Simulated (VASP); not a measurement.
Write the native input for VASP 6.6.1 that does the following.

| Item | Value |
| --- | --- |
| Task | single point |
| Functional | PBE |
| Potentials or basis | VASP PAW PBE potentials, release 64 (Re_sv_GW) |
| Cutoff | 500 eV |
| k mesh | 6 × 6 × 6 |
| Occupations | gaussian, width 0.1 eV |
| Spin | no spin polarisation |
| Dipole correction | no |
| Second run | valence_matched |
| Further INCAR settings | ALGO = Normal; EDIFF = 1e-06; NBANDS = 22 |

The structure of Re lies in POSCAR:

```
Re
1.0
    1.4102428270     -4.0589727957      0.0000000000
    1.4102428270      4.0589727957      0.0000000000
    0.0000000000      0.0000000000      2.7892631128
Re
2
Direct
    0.8609927037      0.1390072963      0.2500000000
    0.1390072963      0.8609927037      0.7500000000
```

One way to write it, as run:

INCAR

```
  PREC = Accurate
  ENCUT = 500
  EDIFF = 1E-6
  ISMEAR = 0
  SIGMA = 0.1
  LREAL = False
  LASPH = True
  NELM = 120
  ALGO = Normal
  ISIF = 2
  LWAVE = False
  LCHARG = False
  GGA = PE
  NBANDS = 22
  GGA_COMPAT = False
```

KPOINTS

```
regular mesh
0
Gamma
  6 6 6
```

Potentials or basis: VASP PAW PBE potentials, release 64 (Re_sv_GW).

Run with:

```console
$ cat potpaw_PBE.64/Re_sv_GW/POTCAR > POTCAR
$ mpirun -np 1 vasp_std > vasp.out
```

It gave:

```yaml
Pressure: -2.3 GPa
Largest_force: 0.006 eV/Å
Band_gap_on_the_k_mesh: zero (band 15 reaches 14.90 eV, above the bottom of band 16 at 10.88 eV)
```

Caveat: the k points lie up to 0.39 Å⁻¹ apart; spin-orbit coupling is left out, which moves the levels of the heavy elements.

Wall time 20 s on 1 thread of Intel(R) Xeon(R) Platinum 8488C (Sapphire Rapids) (shared host), peak memory 0.17 GiB.
